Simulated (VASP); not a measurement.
Write the native input for VASP 6.6.1 that does the following.

```yaml
Task: relaxation of shape and atoms at fixed volume
Functional: PBE
Potentials_or_basis: VASP PAW PBE potentials, release 64 (Be, Zn, Se)
Cutoff: 600 eV
k_mesh: 8 × 8 × 8
Occupations: gaussian, width 0.02 eV
Spin: no spin polarisation
Dipole_correction: no
Further_INCAR_settings: ALGO = Normal; EDIFF = 1e-06; IBRION = 2; EDIFFG = -0.01; NSW = 50; ISIF = 4
```

The structure of BeZn3Se4 lies in POSCAR:

```
BeZn3Se4
1.0
   -2.6810606921      2.6810606921      5.3414859625
    2.6810606921     -2.6810606921      5.3414859625
    2.6810606921      2.6810606921     -5.3414859625
Be Zn Se
1 3 4
Direct
    0.0000000000      0.0000000000      0.0000000000
    0.7500000000      0.2500000000      0.5000000000
    0.5000000000      0.5000000000      0.0000000000
    0.2500000000      0.7500000000      0.5000000000
    0.8853866727      0.3499035868      0.0000000000
    0.6500964132      0.6500964132      0.5354830859
    0.3499035868      0.8853866727      0.0000000000
    0.1146133273      0.1146133273      0.4645169141
```

These files were run (other wordings do the same):

INCAR

```
SYSTEM = BeZn3Se4
  PREC = Accurate
  ENCUT = 600
  EDIFF = 1E-6
  ISMEAR = 0
  SIGMA = 0.02
  LREAL = .FALSE.
  LASPH = .TRUE.
  NELM = 100
  ALGO = Normal
  ISIF = 4
  LWAVE = .FALSE.
  LCHARG = .FALSE.
  GGA = PE
  IBRION = 2
  NSW = 50
  EDIFFG = -0.01
```

KPOINTS

```
Automatic mesh
0
G
  8 8 8
  0 0 0
```

Potentials or basis: VASP PAW PBE potentials, release 64 (Be, Zn, Se).

Run with:

```bash
$ cat potpaw_PBE.64/Be/POTCAR potpaw_PBE.64/Zn/POTCAR potpaw_PBE.64/Se/POTCAR > POTCAR
$ mpirun -np 1 vasp_std > vasp.out
```

Results of the run:

```
Energy gained by relaxing    : 0.1 meV/atom
Ionic steps                  : 3
Pressure after relaxing      : 10.6 GPa
Largest force after relaxing : 0.005 eV/Å
Band gap on the k mesh       : 2.34 eV
```

It took 21 min on 1 thread of Oxide Virtual Turin-like Processor, on a shared host, peak memory 0.63 GiB.
